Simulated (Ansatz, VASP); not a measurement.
Co2SbS2: VASP beside Ansatz

```
Sb S Co
1.0
     0.00000    3.68334    0.00000
     3.68334    0.00000    0.00000
     1.84167    1.84167   -6.46037
Sb S Co
1 2 2
Direct
  0.00000 0.00000 0.00000
  0.35370 0.35370 0.29260
  0.64630 0.64630 0.70740
  0.75000 0.25000 0.50000
  0.25000 0.75000 0.50000
```

Alike in both runs: task single point; functional PBEsol; k mesh 10 × 10 × 10; occupations gaussian, width 0.1026 eV; no spin polarisation.

|  | VASP | Ansatz |
| --- | --- | --- |
| version | VASP 6.6.1 | Ansatz 0.2.0 |
| potentials or method | VASP PAW PBE potentials, release 64 (Sb, S, Co), cutoff 520 eV | PAW plane waves |
| valence electrons in the cell | 35 | 61 |

|  | VASP | Ansatz | Ansatz less VASP |
| --- | --- | --- | --- |
| pressure (GPa) | -12.0 | -12.1 | -0.06 |
| traceless stress, the component that is largest in VASP (GPa) | 3.38 | 3.45 | +0.074 |
| rms of the force components (eV/Å) | 0.558 | 0.565 | +0.0071 |

VASP's potentials were made for PBE, not for PBEsol. Atom by atom the forces differ by 0.007 eV/Å (rms over components). VASP's potentials hold 35 valence electrons a cell and Ansatz's 61, so a difference there can come from the potentials and not from the codes.

Spin-orbit coupling is off throughout.
